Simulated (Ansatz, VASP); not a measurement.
## MoS2: VASP beside Ansatz

```
Mo S
1.0
     3.17302    0.00000    0.00000
    -1.58651    2.74792    0.00000
     0.00000    0.00000   12.43589
Mo S
2 4
Direct
  0.66667 0.33333 0.25000
  0.33333 0.66667 0.75000
  0.66667 0.33333 0.62490
  0.33333 0.66667 0.37510
  0.66667 0.33333 0.87510
  0.33333 0.66667 0.12490
```

Alike in both runs: task single point; functional PBE; k mesh 12 × 12 × 2; occupations fermi-dirac, width 0.02 eV; non-collinear spin, spin-orbit coupling.

|  | VASP | Ansatz |
| --- | --- | --- |
| version | VASP 6.6.1 | Ansatz 0.2.0 |
| potentials or method | VASP PAW PBE potentials, release 64 (Mo_sv, S) | plane waves, PAW |
| plane-wave cutoff (eV) | 520 | 420 |
| valence electrons in the cell | 52 | 52 |

VASP gave:

| Property | Result |
| --- | --- |
| pressure (GPa) | 2.3 |
| traceless stress, the component that is largest in VASP (GPa) | 0.89 |
| rms of the force components (eV/Å) | 0.047 |
| net moment per atom (μB) | 0.00 |

Task: Which values does Ansatz return?

Result: Pressure (GPa): 2.4; traceless stress, the component that is largest in VASP (GPa): 0.93; rms of the force components (eV/Å): 0.053; net moment per atom (μB): 0.00.

Atom by atom the forces differ by 0.005 eV/Å (rms over components). With one functional, cell and mesh, what is left measures potentials, basis and numerics.
